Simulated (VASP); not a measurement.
Crystal: BeS.

```
Be S
1.0
     5.42463    0.00000    0.00000
     0.00000    3.31377    0.00000
     0.00000    0.00000    5.57010
Be S
4 4
Direct
  0.82107 0.75000 0.40954
  0.67893 0.25000 0.90954
  0.32107 0.75000 0.09046
  0.17893 0.25000 0.59046
  0.82107 0.25000 0.59046
  0.67893 0.75000 0.09046
  0.32107 0.25000 0.90954
  0.17893 0.75000 0.40954
```

The cell was generated, and may not be a known phase.

```yaml
Program: VASP 6.6.1
Task: relaxation of cell and atoms
Functional: PBE
Potentials_or_basis: VASP PAW PBE potentials, release 64 (Be, S)
Cutoff: 600 eV
k_mesh: 4 × 6 × 4
Occupations: gaussian, width 0.1 eV
Spin: no spin polarisation
```

At the start: pressure 35.8 GPa; volume 12.52 Å³/atom.

Question: How do energy, volume and symmetry change on relaxing?

Answer: Over 16 steps the energy falls by 447.0 meV/atom and the volume is 16.13 Å³/atom (+28.9 %); space group Pnma (No. 62, to 0.1 Å) before and after.

Step by step:
```csv
step,energy change (eV),largest force (eV/Å),pressure (GPa),volume (Å³)
1,0.0000,3.4376,35.78,100.13
2,-2.3779,1.2879,-7.70,146.30
3,-3.0947,1.1747,1.24,127.07
4,-3.3007,0.5782,-1.53,131.09
5,-3.3007,0.5767,-1.56,131.14
6,-3.4089,0.4962,-0.47,129.44
7,-3.5054,0.3605,1.78,126.06
8,-3.5591,0.2928,-0.49,128.80
9,-3.5606,0.2285,-0.20,128.40
10,-3.5695,0.0489,-0.05,128.47
11,-3.5696,0.0465,-0.07,128.46
12,-3.5715,0.0535,0.11,128.31
13,-3.5727,0.0712,0.38,128.09
14,-3.5738,0.0584,0.27,128.32
15,-3.5753,0.0527,-0.07,129.00
16,-3.5759,0.0306,-0.07,129.07
```

Final structure:
```yaml
crystal:
  lattice:
    - [6.19527, 0.00000, 0.00000]
    - [0.00000, 3.49620, 0.00000]
    - [0.00000, 0.00000, 5.95906]
  atoms:
    - { symbol: Be, position: [0.85317, 0.75000, 0.41100] }
    - { symbol: Be, position: [0.64683, 0.25000, 0.91100] }
    - { symbol: Be, position: [0.35317, 0.75000, 0.08900] }
    - { symbol: Be, position: [0.14683, 0.25000, 0.58900] }
    - { symbol: S, position: [0.79871, 0.25000, 0.59810] }
    - { symbol: S, position: [0.70129, 0.75000, 0.09810] }
    - { symbol: S, position: [0.29871, 0.25000, 0.90190] }
    - { symbol: S, position: [0.20129, 0.75000, 0.40190] }
```

Caveat: the volume moved by over 15 % at a fixed basis, so the end points are rough.
